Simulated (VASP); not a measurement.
# AlNi (Cm) in VASP: a series of runs

AlNi is run at these levels: PBE; tasks: single point.

Program: VASP 6.6.1. These are calculated values, not measurements. Logs are shortened: lines on timing, memory, paths and dates and some standing lists are left out, and cuts for length are marked.

## (1) The cell of the first run

The structure is monoclinic, space group Cm (No. 8). Conventional cell: a = 4.091 Å, b = 4.091 Å, c = 8.705 Å, α = 90.00°, β = 94.49°, γ = 90.00°. Al (site symmetry m) has 8 Ni at 2.51 Å and 6 Al at 2.89 to 2.97 Å within 3.3 Å. Within 2.6 Å of Al (site symmetry m) lie 7 Ni at 1.99 to 2.60 Å. Within 3.3 Å of Al (site symmetry m) lie 8 Ni at 2.51 Å and 6 Al at 2.89 Å. Ni (site symmetry m) has 7 Al at 1.99 to 2.60 Å within 2.6 Å. Ni (site symmetry m) has 8 Al at 2.51 Å and 6 Ni at 2.89 to 2.97 Å within 3.3 Å. Within 3.3 Å of Ni (site symmetry m) lie 8 Al at 2.51 Å and 6 Ni at 2.89 Å.

## (2) Single point, PBE

The input, INCAR:

```
ALGO = Fast
EDIFF = 1E-7
ENCUT = 520
GGA = PE
ISIF = 2
ISMEAR = 0
LASPH = True
LCHARG = True
LELF = True
LREAL = False
LVHAR = True
LWAVE = False
NBANDS = 28
NELM = 60
PREC = Accurate
SIGMA = 0.15
```

The input, KPOINTS:

```
k-points
0
Gamma
  15 15 5
```

The input, POSCAR:

```
AlNi
1.0
    0.0000000000     -2.8927237813      0.0000000000
    0.0000000000      0.0000000000     -2.8927237813
    8.6781713440     -0.4821206302     -0.4821206302
Al Ni
3 3
Direct
    0.8750000000     -0.1250000000      0.7500000000
    0.9861111111     -0.0138888889      0.0833333333
    0.9305555556     -0.0694444444      0.4166666667
    0.3472222222      0.3472222222      0.9166666667
    0.4583333333      0.4583333333      0.2500000000
    0.4027777778      0.4027777778      0.5833333333
```

Potentials or basis: VASP PAW PBE potentials, release 64 (Al, Ni).

Command:

```bash
$ cat potpaw_PBE.64/Al/POTCAR potpaw_PBE.64/Ni/POTCAR > POTCAR
$ mpirun -np 1 vasp_std > vasp.out
```

OUTCAR:

```text
EDIFF = 1E-7
   ENCUT = 520
   GGA = PE
   ISIF = 2
   ISMEAR = 0
   LASPH = True
   LREAL = False
   NELM = 60
   PREC = Accurate

 ion  position               nearest neighbor table
   1  0.875  0.875  0.750-   4 2.51   6 2.51   6 2.51   6 2.51   4 2.51   4 2.51   6 2.51   4 2.51
                             3 2.89   2 2.97
   2  0.986  0.986  0.083-   4 1.99   5 2.51   5 2.51   5 2.51   5 2.51   4 2.60   4 2.60   3 2.89
                             1 2.97   4 3.09
   3  0.931  0.931  0.417-   6 2.51   6 2.51   6 2.51   6 2.51   5 2.51   5 2.51   5 2.51   5 2.51
                             1 2.89   2 2.89
   4  0.347  0.347  0.917-   2 1.99   1 2.51   1 2.51   1 2.51   1 2.51   2 2.60   2 2.60   6 2.89
                             5 2.97   2 3.09
   5  0.458  0.458  0.250-   3 2.51   2 2.51   2 2.51   3 2.51   3 2.51   2 2.51   2 2.51   3 2.51
                             6 2.89   4 2.97
   6  0.403  0.403  0.583-   3 2.51   3 2.51   3 2.51   3 2.51   1 2.51   1 2.51   1 2.51   1 2.51
                             5 2.89   4 2.89

  LATTYP: Found a base centered monoclinic cell.
 ALAT       =     4.0909292037
 B/A-ratio  =     1.0000000000
 C/A-ratio  =     2.1278575558
 COS(beta)  =    -0.0783260450

  Lattice vectors:

 A1 = (   0.0000000000,   2.8927237813,   0.0000000000)
 A2 = (   0.0000000000,   0.0000000000,   2.8927237813)
 A3 = (   8.6781713440,  -0.4821206302,  -0.4821206302)

Analysis of symmetry for initial positions (statically):
=====================================================================
 Subroutine PRICEL returns:
 Original cell was already a primitive cell.

 Routine SETGRP: Setting up the symmetry group for a
 base centered monoclinic supercell.

 Subroutine GETGRP returns: Found  2 space group operations
 (whereof  2 operations were pure point group operations)
 out of a pool of  4 trial point group operations.

The static configuration has the point symmetry C_1h.

Analysis of symmetry for dynamics (positions and initial velocities):
=====================================================================
 Subroutine PRICEL returns:
 Original cell was already a primitive cell.

 Routine SETGRP: Setting up the symmetry group for a
 base centered monoclinic supercell.

 Subroutine GETGRP returns: Found  2 space group operations
 (whereof  2 operations were pure point group operations)
 out of a pool of  4 trial point group operations.

The dynamic configuration has the point symmetry C_1h.

 Subroutine INISYM returns: Found  2 space group operations
 (whereof  2 operations are pure point group operations),
 and found     1 'primitive' translations

----------------------------------------------------------------------------------------

                                     Primitive cell

  volume of cell :      72.6176

  direct lattice vectors                    reciprocal lattice vectors
     0.000000000 -2.892723781  0.000000000    -0.019205275 -0.345694949  0.000000000
     0.000000000  0.000000000 -2.892723781    -0.019205275  0.000000000 -0.345694949
     8.678171344 -0.482120630 -0.482120630     0.115231650  0.000000000  0.000000000

  length of vectors
     2.892723781  2.892723781  8.704914616     0.346228018  0.346228018  0.115231650

  position of ions in fractional coordinates (direct lattice)
     0.875000000  0.875000000  0.750000000
     0.986111111  0.986111111  0.083333333
     0.930555556  0.930555556  0.416666667
     0.347222222  0.347222222  0.916666667
     0.458333333  0.458333333  0.250000000
     0.402777778  0.402777778  0.583333333

  ion indices of the primitive-cell ions
   primitive index   ion index
                 1           1
                 2           2
                 3           3
                 4           4
                 5           5
                 6           6

----------------------------------------------------------------------------------------

 KPOINTS: k-points

Automatic generation of k-mesh.
 Grid dimensions read from file:
 generate k-points for:   15   15    5

 Generating k-lattice:

  Cartesian coordinates                     Fractional coordinates (reciprocal lattice)
    -0.001280352 -0.023046330  0.000000000     0.066666667  0.000000000  0.000000000
    -0.001280352  0.000000000 -0.023046330     0.000000000  0.066666667  0.000000000
     0.023046330  0.000000000  0.000000000     0.000000000  0.000000000  0.200000000

  Length of vectors
     0.023081868  0.023081868  0.023046330

  Shift w.r.t. Gamma in fractional coordinates (k-lattice)
     0.000000000  0.000000000  0.000000000

 Subroutine IBZKPT returns following result:
 ===========================================

 Found    304 irreducible k-points:

 Following reciprocal coordinates:
            Coordinates               Weight
  0.000000  0.000000  0.000000      1.000000
  0.066667  0.000000 -0.000000      4.000000
  0.133333  0.000000 -0.000000      4.000000
  0.200000  0.000000 -0.000000      4.000000
  0.266667  0.000000 -0.000000      4.000000
  0.333333  0.000000 -0.000000      4.000000
[... 16 lines left out ...]
  0.133333  0.133333 -0.000000      2.000000
  0.200000  0.133333 -0.000000      4.000000
 [... further k-points ...]
   k-points           NKPTS =    304   k-points in BZ     NKDIM =    304   number of bands    NBANDS=     28
   number of dos      NEDOS =    301   number of ions     NIONS =      6
   total plane-waves  NPLWV =  40320
   dimension x,y,z NGX =    24 NGY =   24 NGZ =   70
   dimension x,y,z NGXF=    48 NGYF=   48 NGZF=  140
   ions per type =               3   3
   NGX,Y,Z   is equivalent  to a cutoff of  13.79, 13.79, 13.37 a.u.
   NGXF,Y,Z  is equivalent  to a cutoff of  27.59, 27.59, 26.74 a.u.
 SYSTEM =  unknown system
   PREC   = accura    normal or accurate (medium, high low for compatibility)
   ISTART =      0    job   : 0-new  1-cont  2-samecut
   ICHARG =      2    charge: 1-file 2-atom 10-const
   ISPIN  =      1    spin polarized calculation?
   LNONCOLLINEAR =      F non collinear calculations
   LSORBIT =      F    spin-orbit coupling
   LASPH  =      T    aspherical Exc in radial PAW
   ENCUT  =  520.0 eV  38.22 Ry    6.18 a.u.   5.38  5.38 16.19*2*pi/ulx,y,z
   NELM   =     60;   NELMIN=  2; NELMDL= -5     # of ELM steps
   EDIFF  = 0.1E-06   stopping-criterion for ELM
   LREAL  =      F    real-space projection
   EDIFFG = 0.1E-05   stopping-criterion for IOM
   NSW    =      0    number of steps for IOM
   IBRION =     -1    ionic relax: 0-MD 1-quasi-New 2-CG
   NFREE  =      0    steps in history (QN), initial steepest desc. (CG)
   ISIF   =      2    stress and relaxation
   ISYM   =      2    0-nonsym 1-usesym 2-fastsym
   POTIM  = 0.5000    time-step for ionic-motion
   TEBEG  =    0.0;   TEEND  =   0.0 temperature during run
   PSTRESS=    0.0 pullay stress
   NELECT =      39.0000    total number of electrons
   NUPDOWN=      -1.0000    fix difference up-down
   EMIN   =  10.00;   EMAX   =-10.00  energy-range for DOS
   EFERMI =   0.00;   METHOD = LEGACY
   ISMEAR =     0;   SIGMA  =   0.15  broadening in eV -4-tet -1-fermi 0-gaus
   EFERMI_NEDOS =   21; number of points for ismear=-14 and -15
   IALGO  =     68    algorithm
   IMIX   =      4    mixing-type and parameters
     AMIX     =   0.40;   BMIX     =  1.00
     AMIX_MAG =   1.60;   BMIX_MAG =  1.00
  volume/ion in A,a.u.               =      12.10        81.67
  Fermi-wavevector in a.u.,A,eV,Ry     =   1.330707  2.514671 24.092926  1.770780
  Thomas-Fermi vector in A             =   2.459773
   LORBIT       =      0    0 simple, 1 ext, 2 COOP (PROOUT), +10 PAW based schemes
   GGA     = PE    functional components
   LHFCALC =     F    Hartree Fock is set to
   AEXX    =    0.0000 exact exchange contribution
   IVDW    =     0    specifies the selected vdW correction
   LEPSILON=     F    determine dielectric tensor
   LRPA    =     F    only Hartree local field effects (RPA)
 non-spin polarized calculation
 RMM-DIIS sequential band-by-band and
 Gauss-broadening in eV      SIGMA  =   0.15
  energy-cutoff  :      520.00
  volume of cell :       72.62
 maximum number of plane-waves:      1981
 NGX is ok and might be reduce to    24
   NGX = 11   NGY = 11   NGZ = 33

 number of electron      39.0000002 magnetization

 Free energy of the ion-electron system (eV)
  ---------------------------------------------------
  ext. energy  EPLUGINS =         0.00000000
  ---------------------------------------------------
  free energy    TOTEN  =       -30.63016895 eV

  energy without entropy =      -30.60317826  energy(sigma->0) =      -30.61667361

 E-fermi :   9.8418     XC(G=0): -11.9725

 val. band max:        9.8355698046   @ k =  -0.0667  -0.3333   0.4000
 cond. band min:       9.8431015201   @ k =   0.2667   0.0000  -0.0000
 fundamental gap:      0.0075317155
 Fermi energy:         9.8418078838

 k-point     1 :       0.0000    0.0000    0.0000
  band No.  band energies     occupation
      1      -1.1726      2.00000
      2       0.7762      2.00000
      3       0.8431      2.00000
      4       5.4846      2.00000
      5       5.5554      2.00000
      6       6.6330      2.00000
[... 20 lines left out ...]
     27      17.9455      0.00000
     28      18.0327      0.00000

 k-point     2 :       0.0667    0.0000   -0.0000
  band No.  band energies     occupation
      1      -1.0912      2.00000
      2       0.8293      2.00000
      3       0.9409      2.00000
      4       5.5048      2.00000
      5       5.6177      2.00000
      6       6.6292      2.00000
[... 20 lines left out ...]
     27      17.9349      0.00000
     28      18.2923      0.00000

 k-point     3 :       0.1333    0.0000   -0.0000
  band No.  band energies     occupation
      1      -0.8481      2.00000
      2       1.0151      2.00000
      3       1.2044      2.00000
      4       5.5896      2.00000
      5       5.7667      2.00000
      6       6.5968      2.00000
[... 616 lines left out ...]
      3       1.5853      2.00000
      4       5.6703      2.00000
      5       5.9812      2.00000
      6       6.6451      2.00000
[... 20 lines left out ...]
     27      16.4891      0.00000
     28      19.1676      0.00000

 k-point    24 :       0.2000    0.1333   -0.0000
  band No.  band energies     occupation
      1      -0.1254      2.00000
      2       1.5551      2.00000
      3       1.9858      2.00000
      4       5.8188      2.00000
      5       6.1496      2.00000
      6       6.5723      2.00000
[... 20 lines left out ...]
     27      16.6306      0.00000
     28      18.2175      0.00000

 [... further k-points ...]

------------------------ aborting loop because EDIFF is reached ----------------------------------------

  FORCE on cell =-STRESS in cart. coord.  units (eV):
  Direction    XX          YY          ZZ          XY          YZ          ZX
  --------------------------------------------------------------------------------------
  -------------------------------------------------------------------------------------
  Total        4.3555260      1.6457050      1.6457050      4.1583163      2.0920469      4.1583161
  in kB       96.0968252     36.3095116     36.3095116     91.7457488     46.1572413     91.7457454
  external PRESSURE =      56.2386161 kB  Pullay stress =       0.0000000 kB

 VOLUME and BASIS-vectors are now :
 -----------------------------------------------------------------------------
  energy-cutoff  :      520.00
  volume of cell :       72.62
      direct lattice vectors                 reciprocal lattice vectors
     0.000000000 -2.892723781  0.000000000    -0.019205275 -0.345694949  0.000000000
     0.000000000  0.000000000 -2.892723781    -0.019205275  0.000000000 -0.345694949
     8.678171344 -0.482120630 -0.482120630     0.115231650  0.000000000  0.000000000

 POSITION                                       TOTAL-FORCE (eV/Angst)
 -----------------------------------------------------------------------------------
      6.50863     -2.89272     -2.89272         0.083841     -0.144952     -0.144952
      0.72318     -2.89272     -2.89272         2.825203      2.389888      2.389888
      3.61590     -2.89272     -2.89272        -0.032265      0.031371      0.031371
      7.95499     -1.44636     -1.44636        -2.952154     -2.314907     -2.314907
      2.16954     -1.44636     -1.44636         0.098369      0.069071      0.069071
      5.06227     -1.44636     -1.44636        -0.022995     -0.030471     -0.030471
 -----------------------------------------------------------------------------------
    total drift:                                0.000164     -0.000074     -0.000074

  FREE ENERGIE OF THE ION-ELECTRON SYSTEM (eV)
  ---------------------------------------------------
  free  energy   TOTEN  =       -30.6301689534 eV

  energy  without entropy=      -30.6031782576  energy(sigma->0) =      -30.61667361
```

Run time: 5.5 min. Hardware: 1 thread of Intel Xeon 6975P-C (Granite Rapids), shared host; peak memory 0.57 GiB.

What came out:

| Quantity | Value |
| --- | --- |
| Free energy | -30.6302 eV |
| Pressure | 5.6 GPa |
| Largest force | 4.408 eV/Å |
| Band gap on the k mesh | zero (an odd number of electrons rules out a gap without spin polarisation) |

Forces on the atoms (eV/Å):
```
Al   0.084 -0.145 -0.145
Al   2.825  2.390  2.390
Al  -0.032  0.031  0.031
Ni  -2.952 -2.315 -2.315
Ni   0.098  0.069  0.069
Ni  -0.023 -0.030 -0.030
```

Stress tensor (GPa, compression positive):
```
9.61 9.17 9.17
9.17 3.63 4.62
9.17 4.62 3.63
```

Levels at points of the mesh, in eV from the Fermi level:
```
           k point  band 15  band 16  band 17  band 18  band 19  band 20  band 21  band 22  band 23  band 24
(0.00, 0.00, 0.00)    -1.59    -1.51    -1.46    -1.43    -0.30    -0.13     5.33     5.63     5.78     7.03
```

Caveat: the cell stands under pressure; forces of over 1 eV/Å act on the atoms, so gaps and moduli don't describe the material at rest. Spin polarisation is off, so any magnetic state and its effect on volume and gap are missing.

## (3) Single point, PBE

This run uses another cell than the first one, of 16.57 Å³/atom.

The input, INCAR:

```
SYSTEM = AlNi
  PREC = Accurate
  ENCUT = 520
  EDIFF = 1E-6
  ISMEAR = 0
  SIGMA = 0.15
  LREAL = .FALSE.
  LASPH = .TRUE.
  NELM = 100
  ALGO = Fast
  ISIF = 2
  LWAVE = .FALSE.
  LCHARG = .TRUE.
  GGA = PE
  LELF = .TRUE.
  LVHAR = .TRUE.
  NBANDS = 28
```

The input, KPOINTS:

```
regular mesh
0
G
  15 15 5
  0 0 0
```

The input, POSCAR:

```
AlNi
1.0
    0.0000000000     -2.8927237813      0.0000000000
    0.0000000000      0.0000000000     -2.8927237813
   11.8781713440     -0.7231809453     -0.7231809453
Al Ni
3 3
Direct
    0.8630128258     -0.1369871742      0.5479486968
    0.9847792029     -0.0152207971      0.0608831885
    0.9238960143     -0.0761039857      0.3044159427
    0.3325712315      0.3325712315      0.6697150738
    0.4543376086      0.4543376086      0.1826495656
    0.3934544201      0.3934544201      0.4261823197
```

Potentials or basis: VASP PAW PBE potentials, release 64 (Al, Ni).

Command:

```bash
$ cat potpaw_PBE.64/Al/POTCAR potpaw_PBE.64/Ni/POTCAR > POTCAR
$ mpirun -np 1 vasp_std > vasp.out
```

OUTCAR:

```text
SYSTEM = AlNi
   PREC = Accurate
   ENCUT = 520
   EDIFF = 1E-6
   ISMEAR = 0
   LREAL = .FALSE.
   LASPH = .TRUE.
   NELM = 100
   ISIF = 2
   GGA = PE

 ion  position               nearest neighbor table
   1  0.863  0.863  0.548-   4 2.51   4 2.51   4 2.51   4 2.51   6 2.51   6 2.51   6 2.51   6 2.51
                             3 2.89
   2  0.985  0.985  0.061-   5 2.51   5 2.51   5 2.51   5 2.51   3 2.89
   3  0.924  0.924  0.304-   6 2.51   6 2.51   6 2.51   6 2.51   5 2.51   5 2.51   5 2.51   5 2.51
                             1 2.89   2 2.89
   4  0.333  0.333  0.670-   1 2.51   1 2.51   1 2.51   1 2.51   6 2.89
   5  0.454  0.454  0.183-   3 2.51   2 2.51   3 2.51   3 2.51   2 2.51   2 2.51   3 2.51   2 2.51
                             6 2.89
   6  0.393  0.393  0.426-   3 2.51   3 2.51   3 2.51   3 2.51   1 2.51   1 2.51   1 2.51   1 2.51
                             5 2.89   4 2.89

  LATTYP: Found a base centered monoclinic cell.
 ALAT       =     4.0909292037
 B/A-ratio  =     1.0000000000
 C/A-ratio  =     2.9142815751
 COS(beta)  =    -0.0857844356

  Lattice vectors:

 A1 = (   0.0000000000,   2.8927237813,   0.0000000000)
 A2 = (   0.0000000000,   0.0000000000,   2.8927237813)
 A3 = (  11.8781713440,  -0.7231809453,  -0.7231809453)

[... 189 lines left out ...]
 Fermi energy:         6.1456958150

 k-point     1 :       0.0000    0.0000    0.0000
  band No.  band energies     occupation
      1      -4.4769      2.00000
      2      -3.1833      2.00000
      3      -1.3713      2.00000
      4       0.9139      2.00000
      5       2.5187      2.00000
      6       3.0444      2.00000
[... 733 lines left out ...]
     27      11.8418      0.00000
     28      13.3824      0.00000

 [... further k-points ...]

------------------------ aborting loop because EDIFF is reached ----------------------------------------

  FORCE on cell =-STRESS in cart. coord.  units (eV):
  Direction    XX          YY          ZZ          XY          YZ          ZX
  --------------------------------------------------------------------------------------
  -------------------------------------------------------------------------------------
  Total       -1.3632245     -3.0700760     -3.0700760     -0.0063169      0.0002219     -0.0063170
  in kB      -21.9742696    -49.4875778    -49.4875778     -0.1018246      0.0035766     -0.1018252
  external PRESSURE =     -40.3164751 kB  Pullay stress =       0.0000000 kB

 VOLUME and BASIS-vectors are now :
 -----------------------------------------------------------------------------
  energy-cutoff  :      520.00
  volume of cell :       99.39
      direct lattice vectors                 reciprocal lattice vectors
     0.000000000 -2.892723781  0.000000000    -0.021047011 -0.345694949  0.000000000
     0.000000000  0.000000000 -2.892723781    -0.021047011  0.000000000 -0.345694949
    11.878171344 -0.723180945 -0.723180945     0.084188043  0.000000000  0.000000000

 POSITION                                       TOTAL-FORCE (eV/Angst)
 -----------------------------------------------------------------------------------
      6.50863     -2.89272     -2.89272         0.945617     -0.000405     -0.000405
      0.72318     -2.89272     -2.89272         0.125888     -0.000568     -0.000568
      3.61590     -2.89272     -2.89272         0.070837      0.000350      0.000350
      7.95499     -1.44636     -1.44636        -0.580161      0.001984      0.001984
      2.16954     -1.44636     -1.44636        -0.370762     -0.001155     -0.001155
      5.06227     -1.44636     -1.44636        -0.191420     -0.000205     -0.000205
 -----------------------------------------------------------------------------------
    total drift:                               -0.000749     -0.000822     -0.000822

  FREE ENERGIE OF THE ION-ELECTRON SYSTEM (eV)
  ---------------------------------------------------
  free  energy   TOTEN  =       -29.2123924430 eV

  energy  without entropy=      -29.1688072735  energy(sigma->0) =      -29.19059986
```

Run time: 7 min. Hardware: 1 thread of Intel Xeon 6975P-C (Granite Rapids), shared host; peak memory 0.73 GiB.

Results:

| Item | Value |
| --- | --- |
| Free energy | -29.2124 eV |
| Pressure | -4.0 GPa |
| Largest force | 0.946 eV/Å |
| Band gap on the k mesh | zero (an odd number of electrons rules out a gap without spin polarisation) |

Forces on the atoms (eV/Å):
```
Al   0.946  0.000  0.000
Al   0.126 -0.001 -0.001
Al   0.071  0.000  0.000
Ni  -0.580  0.002  0.002
Ni  -0.371 -0.001 -0.001
Ni  -0.191  0.000  0.000
```

Caveat: the cell stands under tension. Spin polarisation is off, so any magnetic state and its effect on volume and gap are missing.

(Part 1 of 2 ends here.)
